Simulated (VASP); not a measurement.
# Cs2AgBiBr6 (Fm-3m) in VASP: notebook, part 2 of 3

VASP 6.6.1.

**4. Single point, r2SCAN**

This run uses another cell than the first one, of 36.51 Å³/atom.

Input file POSCAR:

```
Cs2AgBiBr6
1.0
    0.0000000000      5.6728028979      5.6728028979
    5.6728028979      0.0000000000      5.6728028979
    5.6728028979      5.6728028979      0.0000000000
Cs Ag Bi Br
2 1 1 6
Direct
    0.2500000000      0.2500000000      0.2500000000
    0.7500000000      0.7500000000      0.7500000000
    0.5000000000      0.5000000000      0.5000000000
    0.0000000000      0.0000000000      0.0000000000
    0.2518243557      0.7481756443      0.2518243557
    0.2518243557      0.7481756443      0.7481756443
    0.7481756443      0.2518243557      0.7481756443
    0.7481756443      0.2518243557      0.2518243557
    0.2518243557      0.2518243557      0.7481756443
    0.7481756443      0.7481756443      0.2518243557
```

Input file INCAR.step1:

```
SYSTEM = Cs2AgBiBr6
ALGO = Normal ; EDIFF = 1E-4
ENCUT = 520 ; GGA = PE
ISMEAR = 0 ; LASPH = .TRUE.
LCHARG = .FALSE. ; LREAL = .FALSE.
LWAVE = .TRUE. ; NBANDS = 54
NELM = 80 ; PREC = Accurate
SIGMA = 0.01
```

Input file INCAR.step2:

```
SYSTEM = Cs2AgBiBr6
ALGO = Normal ; EDIFF = 1E-7
ENCUT = 520 ; ISIF = 2
ISMEAR = 0 ; ISTART = 1
LASPH = .TRUE. ; LCHARG = .FALSE.
LMIXTAU = .TRUE. ; LREAL = .FALSE.
LWAVE = .FALSE. ; METAGGA = R2SCAN
NBANDS = 54 ; NELM = 80
PREC = Accurate ; SIGMA = 0.01
```

Input file KPOINTS:

```
k-points
0
G
  4 4 4
  0 0 0
```

Potentials or basis: VASP PAW PBE potentials, release 64 (Cs_sv, Ag, Bi_d, Br).

Run with:

```
$ cat potpaw_PBE.64/Cs_sv/POTCAR potpaw_PBE.64/Ag/POTCAR potpaw_PBE.64/Bi_d/POTCAR potpaw_PBE.64/Br/POTCAR > POTCAR
$ cp INCAR.step1 INCAR
$ mpirun -np 1 vasp_std > vasp.out
$ cp INCAR.step2 INCAR
$ mpirun -np 1 vasp_std > vasp.out
```

OUTCAR:

```text
SYSTEM = Cs2AgBiBr6
   EDIFF = 1E-7
   ENCUT = 520
   ISIF = 2
   ISMEAR = 0
   ISTART = 1
   LASPH = .TRUE.
   LREAL = .FALSE.
   METAGGA = R2SCAN
   NELM = 80
   PREC = Accurate

 ion  position               nearest neighbor table
   1  0.250  0.250  0.250-
   2  0.750  0.750  0.750-
   3  0.500  0.500  0.500-   5 2.82   6 2.82   7 2.82   8 2.82   9 2.82  10 2.82
   4  0.000  0.000  0.000-   5 2.86   6 2.86   7 2.86   8 2.86   9 2.86  10 2.86
   5  0.252  0.748  0.252-   3 2.82   4 2.86
   6  0.252  0.748  0.748-   3 2.82   4 2.86
   7  0.748  0.252  0.748-   3 2.82   4 2.86
   8  0.748  0.252  0.252-   3 2.82   4 2.86
   9  0.252  0.252  0.748-   3 2.82   4 2.86
  10  0.748  0.748  0.252-   3 2.82   4 2.86

  LATTYP: Found a face centered cubic cell.
 ALAT       =    11.3456057958

  Lattice vectors:

 A1 = (   0.0000000000,   5.6728028979,   5.6728028979)
 A2 = (   5.6728028979,   0.0000000000,   5.6728028979)
 A3 = (   5.6728028979,   5.6728028979,   0.0000000000)

Analysis of symmetry for initial positions (statically):
=====================================================================
 Subroutine PRICEL returns:
 Original cell was already a primitive cell.

 Routine SETGRP: Setting up the symmetry group for a
 face centered cubic supercell.

 Subroutine GETGRP returns: Found 48 space group operations
 (whereof 48 operations were pure point group operations)
 out of a pool of 48 trial point group operations.

The static configuration has the point symmetry O_h .

Analysis of symmetry for dynamics (positions and initial velocities):
=====================================================================
 Subroutine PRICEL returns:
 Original cell was already a primitive cell.

 Routine SETGRP: Setting up the symmetry group for a
 face centered cubic supercell.

 Subroutine GETGRP returns: Found 48 space group operations
 (whereof 48 operations were pure point group operations)
 out of a pool of 48 trial point group operations.

The dynamic configuration has the point symmetry O_h .

 Subroutine INISYM returns: Found 48 space group operations
 (whereof 48 operations are pure point group operations),
 and found     1 'primitive' translations

----------------------------------------------------------------------------------------

                                     Primitive cell

  volume of cell :     365.1095

  direct lattice vectors                    reciprocal lattice vectors
     0.000000000  5.672802898  5.672802898    -0.088139851  0.088139851  0.088139851
     5.672802898  0.000000000  5.672802898     0.088139851 -0.088139851  0.088139851
     5.672802898  5.672802898  0.000000000     0.088139851  0.088139851 -0.088139851

  length of vectors
     8.022554795  8.022554795  8.022554795     0.152662699  0.152662699  0.152662699

  position of ions in fractional coordinates (direct lattice)
     0.250000000  0.250000000  0.250000000
     0.750000000  0.750000000  0.750000000
     0.500000000  0.500000000  0.500000000
     0.000000000  0.000000000  0.000000000
[... 50 lines left out ...]
  0.500000  0.000000  0.000000      4.000000
  0.250000  0.250000  0.000000      6.000000
  0.500000  0.250000  0.000000     24.000000
 -0.250000  0.250000  0.000000     12.000000
  0.500000  0.500000  0.000000      3.000000
 -0.250000  0.500000  0.250000      6.000000
   k-points           NKPTS =      8   k-points in BZ     NKDIM =      8   number of bands    NBANDS=     54
   number of dos      NEDOS =    301   number of ions     NIONS =     10
   total plane-waves  NPLWV = 216000
   dimension x,y,z NGX =    60 NGY =   60 NGZ =   60
   dimension x,y,z NGXF=   120 NGYF=  120 NGZF=  120
   ions per type =               2   1   1   6
   NGX,Y,Z   is equivalent  to a cutoff of  12.43, 12.43, 12.43 a.u.
   NGXF,Y,Z  is equivalent  to a cutoff of  24.87, 24.87, 24.87 a.u.
 SYSTEM =  Cs2AgBiBr6
   PREC   = accura    normal or accurate (medium, high low for compatibility)
   ISTART =      1    job   : 0-new  1-cont  2-samecut
   ICHARG =      0    charge: 1-file 2-atom 10-const
   ISPIN  =      1    spin polarized calculation?
   LNONCOLLINEAR =      F non collinear calculations
   LSORBIT =      F    spin-orbit coupling
   LASPH  =      T    aspherical Exc in radial PAW
   ENCUT  =  520.0 eV  38.22 Ry    6.18 a.u.  14.92 14.92 14.92*2*pi/ulx,y,z
   NELM   =     80;   NELMIN=  2; NELMDL=  0     # of ELM steps
   EDIFF  = 0.1E-06   stopping-criterion for ELM
   LREAL  =      F    real-space projection
   EDIFFG = 0.1E-05   stopping-criterion for IOM
   NSW    =      0    number of steps for IOM
   IBRION =     -1    ionic relax: 0-MD 1-quasi-New 2-CG
   NFREE  =      0    steps in history (QN), initial steepest desc. (CG)
   ISIF   =      2    stress and relaxation
   ISYM   =      2    0-nonsym 1-usesym 2-fastsym
   POTIM  = 0.5000    time-step for ionic-motion
   TEBEG  =    0.0;   TEEND  =   0.0 temperature during run
   PSTRESS=    0.0 pullay stress
   NELECT =      86.0000    total number of electrons
   NUPDOWN=      -1.0000    fix difference up-down
   EMIN   =  10.00;   EMAX   =-10.00  energy-range for DOS
   EFERMI =   0.00;   METHOD = LEGACY
   ISMEAR =     0;   SIGMA  =   0.01  broadening in eV -4-tet -1-fermi 0-gaus
   EFERMI_NEDOS =   21; number of points for ismear=-14 and -15
   IALGO  =     38    algorithm
   IMIX   =      4    mixing-type and parameters
     AMIX     =   0.40;   BMIX     =  1.00
     AMIX_MAG =   1.60;   BMIX_MAG =  1.00
  volume/ion in A,a.u.               =      36.51       246.39
  Fermi-wavevector in a.u.,A,eV,Ry     =   1.011036  1.910581 13.907791  1.022194
  Thomas-Fermi vector in A             =   2.144061
   LORBIT       =      0    0 simple, 1 ext, 2 COOP (PROOUT), +10 PAW based schemes
   METAGGA = R2SCAN    functional components
   LHFCALC =     F    Hartree Fock is set to
   AEXX    =    0.0000 exact exchange contribution
   IVDW    =     0    specifies the selected vdW correction
   LEPSILON=     F    determine dielectric tensor
   LRPA    =     F    only Hartree local field effects (RPA)
 non-spin polarized calculation
 Gauss-broadening in eV      SIGMA  =   0.01
  energy-cutoff  :      520.00
  volume of cell :      365.11
 maximum number of plane-waves:      9864
   NGX = 29   NGY = 29   NGZ = 29

 number of electron      85.9999998 magnetization

 Free energy of the ion-electron system (eV)
  ---------------------------------------------------
  ext. energy  EPLUGINS =         0.00000000
  ---------------------------------------------------
  free energy    TOTEN  =      -222.52618856 eV

  energy without entropy =     -222.52618856  energy(sigma->0) =     -222.52618856

 E-fermi :   0.9416     XC(G=0):  -8.4577

 val. band max:        0.8624102238   @ k =   0.5000   0.5000   0.0000
 cond. band min:       2.5190959088   @ k =   0.5000   0.0000   0.0000
 fundamental gap:      1.6566856850
 Fermi energy:         0.9416346232

 k-point     1 :       0.0000    0.0000    0.0000
  band No.  band energies     occupation
      1     -22.9683      2.00000
      2     -22.9683      2.00000
      3     -22.9300      2.00000
      4     -22.9300      2.00000
      5     -22.9300      2.00000
      6     -20.4719      2.00000
[... 445 lines left out ...]
     53       7.4691      0.00000
     54       7.7946      0.00000

------------------------ aborting loop because EDIFF is reached ----------------------------------------

  FORCE on cell =-STRESS in cart. coord.  units (eV):
  Direction    XX          YY          ZZ          XY          YZ          ZX
  --------------------------------------------------------------------------------------
  -------------------------------------------------------------------------------------
  Total       -0.0181944     -0.0181944     -0.0181944     -0.0000000     -0.0000000      0.0000000
  in kB       -0.0798407     -0.0798407     -0.0798407     -0.0000000     -0.0000000      0.0000000
  external PRESSURE =      -0.0798407 kB  Pullay stress =       0.0000000 kB

 VOLUME and BASIS-vectors are now :
 -----------------------------------------------------------------------------
  energy-cutoff  :      520.00
  volume of cell :      365.11
      direct lattice vectors                 reciprocal lattice vectors
     0.000000000  5.672802898  5.672802898    -0.088139851  0.088139851  0.088139851
     5.672802898  0.000000000  5.672802898     0.088139851 -0.088139851  0.088139851
     5.672802898  5.672802898  0.000000000     0.088139851  0.088139851 -0.088139851

 POSITION                                       TOTAL-FORCE (eV/Angst)
 -----------------------------------------------------------------------------------
      2.83640      2.83640      2.83640        -0.000000     -0.000000     -0.000000
      8.50920      8.50920      8.50920         0.000000      0.000000     -0.000000
      5.67280      5.67280      5.67280         0.000000     -0.000000     -0.000000
      0.00000      0.00000      0.00000         0.000000     -0.000000     -0.000000
      5.67280      2.85710      5.67280         0.000000      0.008149     -0.000000
      8.48851      5.67280      5.67280        -0.008149     -0.000000     -0.000000
      5.67280      8.48851      5.67280         0.000000     -0.008149     -0.000000
      2.85710      5.67280      5.67280         0.008149     -0.000000     -0.000000
      5.67280      5.67280      2.85710         0.000000     -0.000000      0.008149
      5.67280      5.67280      8.48851         0.000000     -0.000000     -0.008149
 -----------------------------------------------------------------------------------
    total drift:                               -0.000000      0.000000      0.000000

  FREE ENERGIE OF THE ION-ELECTRON SYSTEM (eV)
  ---------------------------------------------------
  free  energy   TOTEN  =      -222.5261885568 eV

  energy  without entropy=     -222.5261885568  energy(sigma->0) =     -222.52618856
```

It took 6.5 min on 1 thread of Intel Xeon 6975P-C (Granite Rapids), shared host; peak memory 0.66 GiB.

Results:

* Free energy: -222.5262 eV
* Pressure: 0.0 GPa
* Largest force: 0.008 eV/Å
* Band gap on the k mesh: 1.66 eV (least direct gap 2.79 eV)

Forces on the atoms (eV/Å):
```
Cs   0.000  0.000  0.000
Cs   0.000  0.000  0.000
Ag   0.000  0.000  0.000
Bi   0.000  0.000  0.000
Br   0.000  0.008  0.000
Br  -0.008  0.000  0.000
Br   0.000 -0.008  0.000
Br   0.008  0.000  0.000
Br   0.000  0.000  0.008
Br   0.000  0.000 -0.008
```

Caveat: the PAW data sets were made with another functional, which shifts forces and pressure a little; spin-orbit coupling is left out, which moves the levels of the heavy elements. A k mesh can miss the band edges.

**5. Single point, r2SCAN**

This run uses another cell than the first one, of 36.51 Å³/atom.

POSCAR is that of step 4.

Input file INCAR.step1:

```
  PREC = Accurate
  ENCUT = 520
  ISMEAR = 0
  SIGMA = 0.01
  LREAL = False
  LASPH = True
  NELM = 80
  NBANDS = 54
  GGA = PE
  ALGO = Normal
  EDIFF = 1E-4
  LWAVE = True
  LCHARG = False
```

Input file INCAR.step2:

```
  PREC = Accurate
  ENCUT = 520
  EDIFF = 1E-7
  ISMEAR = 0
  SIGMA = 0.01
  LREAL = False
  LASPH = True
  NELM = 80
  ALGO = Normal
  ISIF = 2
  LWAVE = False
  LCHARG = False
  METAGGA = R2SCAN
  LMIXTAU = True
  NBANDS = 54
  ISTART = 1
```

Input file KPOINTS:

```
Automatic mesh
0
Gamma
  4 4 4
```

Run with:

```
$ cat potpaw_PBE.64/Cs_sv/POTCAR potpaw_PBE.64/Ag/POTCAR potpaw_PBE.64/Bi_d/POTCAR potpaw_PBE.64/Br/POTCAR > POTCAR
$ cp INCAR.step1 INCAR
$ mpirun -np 1 vasp_std > vasp.out
$ cp INCAR.step2 INCAR
$ mpirun -np 1 vasp_std > vasp.out
```

Run time: 6.7 min. Hardware: 1 thread of Intel Xeon 6975P-C (Granite Rapids), shared host; peak memory 0.65 GiB.

Results (log left out):

| Property | Result |
| --- | --- |
| Free energy | -222.5262 eV |
| Pressure | 0.0 GPa |
| Largest force | 0.008 eV/Å |
| Band gap on the k mesh | 1.66 eV (least direct gap 2.79 eV) |

Forces in eV/Å, atoms in the order of the input:
```
Cs   0.000  0.000  0.000
Cs   0.000  0.000  0.000
Ag   0.000  0.000  0.000
Bi   0.000  0.000  0.000
Br   0.000  0.008  0.000
Br  -0.008  0.000  0.000
Br   0.000 -0.008  0.000
Br   0.008  0.000  0.000
Br   0.000  0.000  0.008
Br   0.000  0.000 -0.008
```

Levels at points of the mesh, in eV from the valence-band top:
```tsv
k point	band 41	band 42	band 43	band 44	band 45	band 46
(0.00, 0.00, 0.00)	-1.24	-0.65	-0.65	2.64	2.64	2.64
(0.50, 0.00, 0.00)	-1.40	-1.24	-1.24	1.66	3.89	3.89
(0.50, 0.50, 0.00)	-1.26	-0.65	0.00	3.08	3.08	3.41
```

Caveat: the PAW data sets were made with another functional, which shifts forces and pressure a little; spin-orbit coupling is left out, which moves the levels of the heavy elements.

(Part 2 of 3 ends here.)
